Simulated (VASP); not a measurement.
# Hf3Be (I4/mmm) in VASP: further runs

The runs below take Hf3Be through single point, with PBE.

Program: VASP 6.6.1. These are calculated values, not measurements. Logs are shortened: lines on timing, memory, paths and dates and some standing lists are left out, and cuts for length are marked.

## 1. The cell of the first run

The structure is tetragonal, space group I4/mmm (No. 139). Conventional cell: a = 4.068 Å, b = 4.068 Å, c = 8.472 Å, α = 90.00°, β = 90.00°, γ = 90.00°. Hf (site symmetry 4/mmm) has 4 Be at 2.88 Å and 8 Hf at 2.94 Å within 3.8 Å. Within 3.8 Å of Hf (site symmetry -4m2) lie 8 Hf at 2.88 to 2.94 Å and 4 Be at 2.94 Å. Be (site symmetry 4/mmm) has 12 Hf at 2.88 to 2.94 Å within 3.8 Å.

## 2. Single point, PBE

The input, INCAR:

```
SYSTEM = Hf3Be
PREC = Accurate
ENCUT = 520
EDIFF = 1E-7
ISMEAR = -1
SIGMA = 0.05
LREAL = .False.
LASPH = .True.
NELM = 100
ALGO = Fast
ISIF = 2
LWAVE = .False.
LCHARG = .False.
GGA = PE
NBANDS = 24
```

The input, KPOINTS:

```
Automatic mesh
0
Gamma
  9 9 9
  0 0 0
```

The input, POSCAR:

```
Hf3Be
1.0
   -2.0340184766      2.0340184766      4.2359641552
    2.0340184766     -2.0340184766      4.2359641552
    2.0340184766      2.0340184766     -4.2359641552
Hf Be
3 1
Direct
    0.5000000000      0.5000000000      0.0000000000
    0.2500000000      0.7500000000      0.5000000000
    0.7500000000      0.2500000000      0.5000000000
    0.0000000000      0.0000000000      0.0000000000
```

Potentials or basis: VASP PAW PBE potentials, release 64 (Hf_pv, Be).

Launch:

```sh
$ cat potpaw_PBE.64/Hf_pv/POTCAR potpaw_PBE.64/Be/POTCAR > POTCAR
$ mpirun -np 1 vasp_std > vasp.out
```

OUTCAR:

```text
SYSTEM = Hf3Be
   PREC = Accurate
   ENCUT = 520
   EDIFF = 1E-7
   ISMEAR = -1
   LREAL = .False.
   LASPH = .True.
   NELM = 100
   ISIF = 2
   GGA = PE

 ion  position               nearest neighbor table
   1  0.500  0.500  0.000-   4 2.88   4 2.88   4 2.88   4 2.88   3 2.94   2 2.94   3 2.94   3 2.94
                             2 2.94   2 2.94   3 2.94   2 2.94
   2  0.250  0.750  0.500-   3 2.88   3 2.88   3 2.88   3 2.88   4 2.94   1 2.94   4 2.94   1 2.94
                             4 2.94   4 2.94   1 2.94   1 2.94
   3  0.750  0.250  0.500-   2 2.88   2 2.88   2 2.88   2 2.88   4 2.94   1 2.94   4 2.94   4 2.94
                             1 2.94   1 2.94   4 2.94   1 2.94
   4  0.000  0.000  0.000-   1 2.88   1 2.88   1 2.88   1 2.88   3 2.94   2 2.94   3 2.94   2 2.94
                             3 2.94   3 2.94   2 2.94   2 2.94

  LATTYP: Found a body centered tetragonal cell.
 ALAT       =     4.0680369532
 C/A-ratio  =     2.0825593297

  Lattice vectors:

 A1 = (  -2.0340184766,   2.0340184766,   4.2359641552)
 A2 = (   2.0340184766,  -2.0340184766,   4.2359641552)
 A3 = (   2.0340184766,   2.0340184766,  -4.2359641552)

Analysis of symmetry for initial positions (statically):
=====================================================================
 Subroutine PRICEL returns:
 Original cell was already a primitive cell.

 Routine SETGRP: Setting up the symmetry group for a
 body centered tetragonal supercell.

 Subroutine GETGRP returns: Found 16 space group operations
 (whereof 16 operations were pure point group operations)
 out of a pool of 16 trial point group operations.

The static configuration has the point symmetry D_4h.

Analysis of symmetry for dynamics (positions and initial velocities):
=====================================================================
 Subroutine PRICEL returns:
 Original cell was already a primitive cell.

 Routine SETGRP: Setting up the symmetry group for a
 body centered tetragonal supercell.

 Subroutine GETGRP returns: Found 16 space group operations
 (whereof 16 operations were pure point group operations)
 out of a pool of 16 trial point group operations.

The dynamic configuration has the point symmetry D_4h.

 Subroutine INISYM returns: Found 16 space group operations
 (whereof 16 operations are pure point group operations),
 and found     1 'primitive' translations

----------------------------------------------------------------------------------------

                                     Primitive cell

  volume of cell :      70.1007

[... 95 lines left out ...]
   NSW    =      0    number of steps for IOM
   IBRION =     -1    ionic relax: 0-MD 1-quasi-New 2-CG
   NFREE  =      0    steps in history (QN), initial steepest desc. (CG)
   ISIF   =      2    stress and relaxation
   ISYM   =      2    0-nonsym 1-usesym 2-fastsym
   POTIM  = 0.5000    time-step for ionic-motion
   TEBEG  =    0.0;   TEEND  =   0.0 temperature during run
   PSTRESS=    0.0 pullay stress
   NELECT =      32.0000    total number of electrons
   NUPDOWN=      -1.0000    fix difference up-down
   EMIN   =  10.00;   EMAX   =-10.00  energy-range for DOS
   EFERMI =   0.00;   METHOD = LEGACY
   ISMEAR =    -1;   SIGMA  =   0.05  broadening in eV -4-tet -1-fermi 0-gaus
   EFERMI_NEDOS =   21; number of points for ismear=-14 and -15
   IALGO  =     68    algorithm
   IMIX   =      4    mixing-type and parameters
     AMIX     =   0.40;   BMIX     =  1.00
     AMIX_MAG =   1.60;   BMIX_MAG =  1.00
  volume/ion in A,a.u.               =      17.53       118.27
  Fermi-wavevector in a.u.,A,eV,Ry     =   1.260523  2.382043 21.618548  1.588918
  Thomas-Fermi vector in A             =   2.394028
   LORBIT       =      0    0 simple, 1 ext, 2 COOP (PROOUT), +10 PAW based schemes
   GGA     = PE    functional components
   LHFCALC =     F    Hartree Fock is set to
   AEXX    =    0.0000 exact exchange contribution
   IVDW    =     0    specifies the selected vdW correction
   LEPSILON=     F    determine dielectric tensor
   LRPA    =     F    only Hartree local field effects (RPA)
 non-spin polarized calculation
 RMM-DIIS sequential band-by-band and
  energy-cutoff  :      520.00
  volume of cell :       70.10
 maximum number of plane-waves:      1927
 NGX is ok and might be reduce to    40
   NGX = 19   NGY = 19   NGZ = 19

 number of electron      32.0000001 magnetization

 Free energy of the ion-electron system (eV)
  ---------------------------------------------------
  ext. energy  EPLUGINS =         0.00000000
  ---------------------------------------------------
  free energy    TOTEN  =       -32.96079463 eV

  energy without entropy =      -32.94656584  energy(sigma->0) =      -32.95368024

 E-fermi :   5.1787     XC(G=0): -11.5012

 val. band max:        5.1705279946   @ k =  -0.3333  -0.4444   0.2222
 cond. band min:       5.1921620579   @ k =  -0.4444   0.4444   0.1111
 fundamental gap:      0.0216340633
 Fermi energy:         5.1787368160

 k-point     1 :       0.0000    0.0000    0.0000
  band No.  band energies     occupation
      1     -25.3992      2.00000
      2     -25.2138      2.00000
      3     -25.2138      2.00000
      4     -24.8649      2.00000
      5     -24.8649      2.00000
      6     -24.6663      2.00000
[... 637 lines left out ...]
     23       9.0738      0.00000
     24       9.9599      0.00000

 [... further k-points ...]

------------------------ aborting loop because EDIFF is reached ----------------------------------------

  FORCE on cell =-STRESS in cart. coord.  units (eV):
  Direction    XX          YY          ZZ          XY          YZ          ZX
  --------------------------------------------------------------------------------------
  -------------------------------------------------------------------------------------
  Total        4.2107928      4.2107928      4.2273359      0.0000000      0.0000000      0.0000000
  in kB       96.2392868     96.2392868     96.6173875      0.0000000      0.0000000      0.0000000
  external PRESSURE =      96.3653203 kB  Pullay stress =       0.0000000 kB

 VOLUME and BASIS-vectors are now :
 -----------------------------------------------------------------------------
  energy-cutoff  :      520.00
  volume of cell :       70.10
      direct lattice vectors                 reciprocal lattice vectors
    -2.034018477  2.034018477  4.235964155     0.000000000  0.245818809  0.118036882
     2.034018477 -2.034018477  4.235964155     0.245818809  0.000000000  0.118036882
     2.034018477  2.034018477 -4.235964155     0.245818809  0.245818809  0.000000000

 POSITION                                       TOTAL-FORCE (eV/Angst)
 -----------------------------------------------------------------------------------
      0.00000      0.00000      4.23596         0.000000     -0.000000      0.000000
      2.03402      0.00000      2.11798        -0.000000     -0.000000     -0.000000
      0.00000      2.03402      2.11798        -0.000000      0.000000      0.000000
      0.00000      0.00000      0.00000         0.000000     -0.000000      0.000000
 -----------------------------------------------------------------------------------
    total drift:                                0.000000     -0.000000      0.000000

  FREE ENERGIE OF THE ION-ELECTRON SYSTEM (eV)
  ---------------------------------------------------
  free  energy   TOTEN  =       -32.9607946348 eV

  energy  without entropy=      -32.9465658408  energy(sigma->0) =      -32.95368024
```

Wall time 3.9 min (1 thread of Oxide Virtual Turin-like, shared host); peak memory 0.27 GiB.

What came out:

| Item | Value |
| --- | --- |
| Free energy | -32.9608 eV |
| Pressure | 9.6 GPa |
| Band gap on the k mesh | zero (bands 16 and 17 overlap by 0.67 eV) |

Levels at points of the mesh, in eV from the Fermi level:
| k point | band 12 | band 13 | band 14 | band 15 | band 16 | band 17 | band 18 | band 19 | band 20 | band 21 |
| --- | --- | --- | --- | --- | --- | --- | --- | --- | --- | --- |
| (0.00, 0.00, 0.00) | -2.87 | -1.64 | -1.10 | -1.10 | 0.06 | 0.85 | 0.85 | 1.92 | 3.30 | 3.62 |

Caveat: the cell stands under pressure; spin-orbit coupling is left out, which moves the levels of the heavy elements.

## 3. Single point, PBE

This run uses another cell than the first one, of 18.22 Å³/atom.

The input, INCAR:

```
SYSTEM = Hf3Be
PREC     = Accurate       ! precision mode
ENCUT    = 520            ! plane-wave cutoff, eV
EDIFF    = 1E-6           ! SCF threshold, eV
ISMEAR   = -1             ! smearing method
SIGMA    = 0.05           ! smearing width, eV
LREAL    = .False.        ! projectors in reciprocal space
LASPH    = .True.         ! aspherical terms in the spheres
NELM     = 60             ! most SCF steps
ALGO     = Fast           ! electronic algorithm
ISIF     = 2              ! what is computed and relaxed
LWAVE    = .False.        ! write WAVECAR
LCHARG   = .False.        ! write CHGCAR
GGA      = PE             ! functional
NBANDS   = 24             ! bands
```

The input, KPOINTS:

```
regular mesh
0
Gamma
  9 9 9
  0 0 0
```

The input, POSCAR:

```
Hf3Be
1.0
   -2.0590044060      2.0590044060      4.2976653618
    2.0590044060     -2.0590044060      4.2976653618
    2.0590044060      2.0590044060     -4.2976653618
Hf Be
3 1
Direct
    0.5000000000      0.5000000000      0.0000000000
    0.2500000000      0.7500000000      0.5000000000
    0.7500000000      0.2500000000      0.5000000000
    0.0000000000      0.0000000000      0.0000000000
```

Potentials or basis: VASP PAW PBE potentials, release 64 (Hf_pv, Be).

Launch:

```sh
$ cat potpaw_PBE.64/Hf_pv/POTCAR potpaw_PBE.64/Be/POTCAR > POTCAR
$ mpirun -np 1 vasp_std > vasp.out
```

Wall time 3.5 min (1 thread of Oxide Virtual Turin-like, shared host); peak memory 0.27 GiB.

Results (log left out):

```
Free energy            : -33.0842 eV
Pressure               : 4.7 GPa
Band gap on the k mesh : zero (bands 16 and 17 overlap by 0.65 eV)
```

Levels at points of the mesh, in eV from the Fermi level:
```
           k point  band 13  band 14  band 15  band 16  band 17  band 18  band 19  band 20
(0.00, 0.00, 0.00)    -1.53    -1.04    -1.04     0.07     0.82     0.82     1.74     3.16
```

Caveat: the cell stands under pressure; spin-orbit coupling is left out, which moves the levels of the heavy elements.

The gap in the log of VASP goes by the Fermi energy; the results here count the filled bands.